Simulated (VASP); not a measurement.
GdO, 2 atoms in the cell. Symmetry: F-43m, No. 216, cubic system. The conventional cell has a = 5.400 Å, b = 5.400 Å, c = 5.400 Å, α = 90.00°, β = 90.00°, γ = 90.00°. Gd (site symmetry -43m) has 4 O at 2.34 Å within 3.1 Å. Within 3.1 Å of O (site symmetry -43m) lie 4 Gd at 2.34 Å. 

```yaml
Program: VASP 6.6.1
Task: relaxation of cell and atoms
Functional: PBEsol
Potentials_or_basis: VASP PAW PBE potentials, release 64 (Gd, O)
Cutoff: 600 eV
k_mesh: 9 × 9 × 9
Occupations: fermi-dirac, width 0.05 eV
Spin: collinear spin, ferromagnetic start
Starting_moments: "[7.0, 0.0] μB"
Target_pressure: 10 GPa
Dipole_correction: no
Further_INCAR_settings: ALGO = Normal; EDIFF = 1e-06; IBRION = 2; EDIFFG = -0.01; NSW = 60; ISIF = 3
```

Potentials or basis: VASP PAW PBE potentials, release 64 (Gd, O).

Launch:

```bash
$ cat potpaw_PBE.64/Gd/POTCAR potpaw_PBE.64/O/POTCAR > POTCAR
$ mpirun -np 1 vasp_std > vasp.out
```

Hardware: 1 thread of Intel(R) Xeon(R) Platinum 8488C (Sapphire Rapids), with other jobs on the host.

Task: Estimate the wall time of this run.

Result: It took 26 min on 1 thread of Intel(R) Xeon(R) Platinum 8488C (Sapphire Rapids) (shared host), peak memory 0.28 GiB. Counts: scf iterations 369, k points 35, ion steps 28.
